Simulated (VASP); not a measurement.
# Si (a cell with a defect) in VASP: a series of runs, part 2 of 2

VASP 6.6.1.

## 3. Single point, PBEsol

Input file INCAR:

```
PREC = Accurate
ENCUT = 520
EDIFF = 1E-6
ISMEAR = -1
SIGMA = 0.05
LREAL = Auto
LASPH = True
NELM = 100
ALGO = Normal
ISIF = 2
LWAVE = False
LCHARG = False
GGA = PS
NBANDS = 163
```

Input file KPOINTS:

```
regular mesh
0
Gamma
  1 1 1
```

Input file POSCAR:

```
Si
1.0
   10.8655790000      0.0000000000      0.0000000000
    0.0000000000     10.8655790000      0.0000000000
    0.0000000000      0.0000000000     10.8655790000
Si
63
Direct
    0.9995790000      0.9999640000      0.0000630000
    0.9989740000      0.0001920000      0.5001040000
    0.9987940000      0.4999560000      0.0001990000
    0.0002060000      0.4999460000      0.5001160000
    0.4991900000      0.0003560000      0.0000080000
    0.5001080000      0.9999370000      0.4999510000
    0.5000510000      0.4999770000      0.9999390000
    0.1244510000      0.1246700000      0.1248320000
    0.1252280000      0.1250350000      0.6252590000
    0.1253800000      0.6251780000      0.1253020000
    0.1249990000      0.6243990000      0.6245650000
    0.6250970000      0.1257870000      0.1256880000
    0.6247340000      0.1245870000      0.6248370000
    0.6248360000      0.6248500000      0.1245100000
    0.6231350000      0.6226470000      0.6221750000
    0.2494190000      0.2499350000      0.9996010000
    0.2508600000      0.2512690000      0.4987690000
    0.2496390000      0.7497040000      0.9997830000
    0.2515440000      0.7481440000      0.5007120000
    0.7492810000      0.2500700000      0.0000530000
    0.7471290000      0.2524740000      0.5011930000
    0.7494810000      0.7500290000      0.9993320000
    0.7482650000      0.7484610000      0.4981910000
    0.3750010000      0.3750180000      0.1245360000
    0.3772850000      0.3770370000      0.6220400000
    0.3739250000      0.8744940000      0.1254090000
    0.3752050000      0.8750510000      0.6245540000
    0.8732350000      0.3745210000      0.1260850000
    0.8753350000      0.3750330000      0.6246930000
    0.8748710000      0.8750150000      0.1247730000
    0.8739130000      0.8742360000      0.6255440000
    0.2498400000      0.0000980000      0.2503890000
    0.2496710000      0.9998070000      0.7499310000
    0.2513270000      0.4987160000      0.2517780000
    0.2515700000      0.5007990000      0.7485930000
    0.7494260000      0.0001600000      0.2500780000
    0.7496400000      0.9998510000      0.7501860000
    0.7473990000      0.5018420000      0.2528630000
    0.7480170000      0.4986800000      0.7483030000
    0.3752700000      0.1249450000      0.3752840000
    0.3740730000      0.1256870000      0.8739880000
    0.3776180000      0.6226620000      0.3766260000
    0.3754420000      0.6245910000      0.8750470000
    0.8735070000      0.1261610000      0.3741970000
    0.8750380000      0.1249640000      0.8751930000
    0.8758770000      0.6249370000      0.3751220000
    0.8740710000      0.6256910000      0.8739460000
    0.9994020000      0.2502960000      0.2500680000
    0.0003470000      0.2498930000      0.7500330000
    0.0005650000      0.7501060000      0.2499760000
    0.9999130000      0.7498020000      0.7496830000
    0.4988420000      0.2524770000      0.2524800000
    0.5010400000      0.2514070000      0.7485360000
    0.5012600000      0.7486420000      0.2513160000
    0.4991190000      0.7481950000      0.7481500000
    0.1243830000      0.3751860000      0.3751520000
    0.1249520000      0.3748150000      0.8747240000
    0.1253300000      0.8748480000      0.3745380000
    0.1243460000      0.8752450000      0.8751730000
    0.6207420000      0.3794070000      0.3790290000
    0.6244370000      0.3752570000      0.8751530000
    0.6246530000      0.8752890000      0.3751150000
    0.6249630000      0.8747960000      0.8743970000
```

Potentials or basis: VASP PAW PBE potentials, release 64 (Si).

Command:

```console
$ cat potpaw_PBE.64/Si/POTCAR > POTCAR
$ mpirun -np 1 vasp_gam > vasp.out
```

It took 7.2 min on 1 thread of Intel Xeon Platinum 8259CL at 2.50GHz (Skylake/Cascade Lake), shared host; peak memory 1 GiB.

Results (log left out):

- Free energy: -352.1717 eV
- Pressure: 0.1 GPa
- Largest force: 0.055 eV/Å

Forces in eV/Å, atoms in the order of the input:
```
Si  -0.006  0.000  0.004
Si   0.004 -0.003 -0.029
Si   0.017  0.010  0.005
Si  -0.022 -0.011 -0.007
Si   0.007 -0.002  0.004
Si  -0.021  0.004  0.002
Si  -0.020 -0.006  0.019
Si  -0.004  0.011  0.002
Si  -0.004  0.016  0.039
Si  -0.007  0.019  0.003
Si  -0.003  0.020  0.019
Si  -0.002  0.004  0.013
Si  -0.013  0.001 -0.006
Si  -0.015 -0.001 -0.004
Si  -0.028 -0.009  0.000
Si   0.020  0.014  0.013
Si   0.035  0.012 -0.016
Si   0.023 -0.009 -0.007
Si   0.022 -0.002  0.014
Si   0.008  0.007 -0.002
Si   0.022 -0.002  0.002
Si   0.009  0.005  0.016
Si   0.019 -0.024  0.009
Si  -0.001  0.011  0.002
Si   0.000  0.004  0.022
Si  -0.028 -0.014  0.014
Si  -0.005  0.004  0.004
Si  -0.009 -0.002  0.009
Si  -0.006  0.007  0.010
Si   0.002  0.001 -0.002
Si  -0.001 -0.004  0.025
Si   0.017  0.004 -0.013
Si   0.020 -0.006 -0.029
Si   0.027 -0.020 -0.026
Si   0.021  0.010 -0.030
Si   0.007  0.003 -0.016
Si   0.008  0.005 -0.011
Si   0.022 -0.018 -0.032
Si   0.019 -0.020 -0.027
Si   0.003 -0.022  0.013
Si  -0.036  0.000  0.014
Si  -0.008 -0.007  0.027
Si  -0.008  0.011  0.013
Si   0.003 -0.003  0.017
Si   0.003 -0.008  0.007
Si  -0.001  0.000  0.019
Si  -0.002  0.011  0.007
Si   0.006 -0.004 -0.012
Si  -0.011  0.011 -0.022
Si  -0.013 -0.006 -0.017
Si   0.006 -0.010 -0.026
Si  -0.013 -0.001 -0.028
Si   0.002  0.025 -0.049
Si  -0.001 -0.007 -0.014
Si  -0.027 -0.012 -0.026
Si  -0.002  0.004  0.014
Si   0.007 -0.021 -0.003
Si  -0.011 -0.005  0.017
Si   0.001 -0.008  0.007
Si  -0.015  0.007  0.021
Si  -0.003  0.006  0.013
Si  -0.022  0.023  0.000
Si   0.010 -0.003  0.017
```

Stress tensor (GPa, compression positive):
```
 0.12  0.10  0.03
 0.10  0.12 -0.07
 0.03 -0.07  0.12
```

Levels at points of the mesh, in eV from the Fermi level:
| k point | band 121 | band 122 | band 123 | band 124 | band 125 | band 126 | band 127 | band 128 | band 129 | band 130 |
| --- | --- | --- | --- | --- | --- | --- | --- | --- | --- | --- |
| (0.00, 0.00, 0.00) | -1.68 | -1.67 | -0.80 | -0.80 | -0.79 | 0.04 | 0.05 | 0.06 | 0.13 | 0.14 |

Caveat: the k points lie up to 0.58 Å⁻¹ apart; the PAW data sets were made with another functional, which shifts forces and pressure a little.
